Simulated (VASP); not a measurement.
Runs of VASP 6.6.1 on La3Hf2C4. The structure is that of space group P6/mmm (No. 191), or close to it. The cells are those of the table. The cell was built from a structure type or drawn by symmetry, and may not be a known phase.

| task | cell | k mesh | cutoff (eV) | gap on the mesh (eV) | pressure (GPa) | relaxed volume (Å³/atom) |
| --- | --- | --- | --- | --- | --- | --- |
| relaxation of cell and atoms | relaxed from a = 6.353, b = 6.353, c = 4.628 Å, angles 90.0, 90.0, 120.0°, 9 atoms | 3 × 3 × 4 | 600 | none | -0.1 | 28.48 |
| single point | a = 7.374, b = 7.374, c = 5.452 Å, angles 90.0, 90.0, 120.0°, 9 atoms | 3 × 3 × 4 | 520 | none | -0.1 | - |
| relaxation of cell and atoms | relaxed from a = 7.374, b = 7.374, c = 5.452 Å, angles 90.0, 90.0, 120.0°, 9 atoms | 6 × 6 × 8 | 600 | none | 0.0 | 28.63 |
| single point | a = 6.353, b = 6.353, c = 4.628 Å, angles 90.0, 90.0, 120.0°, 9 atoms | 3 × 3 × 4 | 520 | none | (a) | - |
| single point | a = 7.361, b = 7.361, c = 5.497 Å, angles 90.0, 90.0, 120.0°, 9 atoms | 6 × 6 × 8 | 520 | none | -0.1 | - |

Alike in all rows: level PBE; potentials or basis VASP PAW PBE potentials, release 64 (La, Hf_pv, C); no spin polarisation; smearing gaussian 0.1 eV.

Problem. Estimate the missing entries.

Solution. (a) 46.7.

Caveats: some runs use coarse meshes; spin-orbit coupling is left out, which moves the levels of the heavy elements; the volume moved by over 15 % at a fixed basis, so the end points are rough (at least some runs).

A k mesh can miss the band edges, and the runs leave out spin-orbit coupling on Hf, La.

A gap of «none» marks levels without a gap at the run's occupations.
